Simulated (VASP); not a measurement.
Set up this calculation in VASP 6.6.1, as the native input.

```
Task                   : single point
Functional             : PBEsol
Potentials or basis    : VASP PAW PBE potentials, release 64 (Ba_sv)
Cutoff                 : 520 eV
k mesh                 : 10 × 10 × 10
Occupations            : fermi-dirac, width 0.05 eV
Spin                   : no spin polarisation
Dipole correction      : no
Further INCAR settings : ALGO = Normal; EDIFF = 1e-07; NBANDS = 11
```

The structure of Ba lies in POSCAR:

```
Ba
1.0
   -2.4832209710      2.4832209710      2.4832209710
    2.4832209710     -2.4832209710      2.4832209710
    2.4832209710      2.4832209710     -2.4832209710
Ba
1
Direct
    0.0000000000      0.0000000000      0.0000000000
```

The input as run:

INCAR

```
SYSTEM = Ba
  PREC = Accurate
  ENCUT = 520
  EDIFF = 1E-7
  ISMEAR = -1
  SIGMA = 0.05
  LREAL = .FALSE.
  LASPH = .TRUE.
  NELM = 100
  ALGO = Normal
  ISIF = 2
  LWAVE = .FALSE.
  LCHARG = .TRUE.
  GGA = PS
  LELF = .TRUE.
  LVHAR = .TRUE.
  NBANDS = 11
```

KPOINTS

```
Automatic mesh
0
G
  10 10 10
  0 0 0
```

Potentials or basis: VASP PAW PBE potentials, release 64 (Ba_sv).

Run with:

```sh
$ cat potpaw_PBE.64/Ba_sv/POTCAR > POTCAR
$ mpirun -np 1 vasp_std > vasp.out
```

Results of the run:

| Property | Result |
| --- | --- |
| Pressure | -0.4 GPa |
| Band gap on the k mesh | zero (bands 5 and 6 overlap by 0.92 eV) |

Caveat: the PAW data sets were made with another functional, which shifts forces and pressure a little; spin-orbit coupling is left out, which moves the levels of the heavy elements.

Wall time 22 s on 1 thread of Intel Xeon 8259CL (shared host), peak memory 0.19 GiB.
